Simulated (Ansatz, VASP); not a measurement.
## MoS2 in VASP and in Ansatz

The input INCAR:

```
ALGO = Normal ; EDIFF = 1E-6
ENCUT = 520 ; GGA = CA
ISIF = 2 ; ISMEAR = -1
LASPH = True ; LCHARG = False
LREAL = False ; LWAVE = False
NBANDS = 20 ; NELM = 60
PREC = Accurate ; SIGMA = 0.05
```

Contents of KPOINTS:

```
k-points
0
Gamma
  10 10 2
```

Contents of POSCAR:

```
MoS2
1.0
    3.1410920760      0.0000000000      0.0000000000
   -1.5705460380      2.7202655334      0.0000000000
    0.0000000000      0.0000000000     17.1003198802
Mo S
1 2
Direct
    0.0000000000      0.0000000000      0.0000000000
    0.3333333333      0.6666666667      0.9105070200
    0.3333333333      0.6666666667      0.0894929800
```

File input.yaml:

```yaml
crystal:
  lattice:
    - [3.141092076, 0.0, 0.0]
    - [-1.570546038, 2.7202655334, 0.0]
    - [0.0, 0.0, 17.1003198802]
  atoms:
    - { symbol: Mo, position: [0.0, 0.0, 0.0] }
    - { symbol: S, position: [0.3333333333, 0.6666666667, 0.91050702] }
    - { symbol: S, position: [0.3333333333, 0.6666666667, 0.08949298] }
kpoints:
  mp_grid: { grid: [10, 10, 2] }
scf:
  occupations: { method: fermi_dirac, width: 0.05 }
hamiltonian:
  xc: lda
  pseudopotentials: { kind: all_electron, lapw: { basis_error: 0.002 } }
output:
  forces: true
  stress: true
  eigenvalues: true
```

Change from the starting cell: volume scaled by 0.96.

Alike in both runs: task single point; functional LDA; k mesh 10 × 10 × 2; occupations fermi-dirac, width 0.05 eV; no spin polarisation.

```csv
,VASP,Ansatz
version,VASP 6.6.1,Ansatz 0.2.0
potentials or method,"VASP PAW LDA potentials, release 64 (Mo_sv, S), cutoff 520 eV","all-electron LAPW, scalar-relativistic"
```

```csv
,VASP,Ansatz,Ansatz less VASP
gap on the k mesh at the Fermi level (eV),1.85,1.84,-0.009
least direct gap on the mesh (eV),2.04,2.04,-0.005
rms of the force components (eV/Å),0.151,0.146,-0.0048
```

LDA's correlation is that of Perdew and Zunger in VASP and of Perdew and Wang (1992) in Ansatz. Atom by atom the forces differ by 0.005 eV/Å (rms over components). Ansatz ran all-electron here, and VASP with PAW potentials.
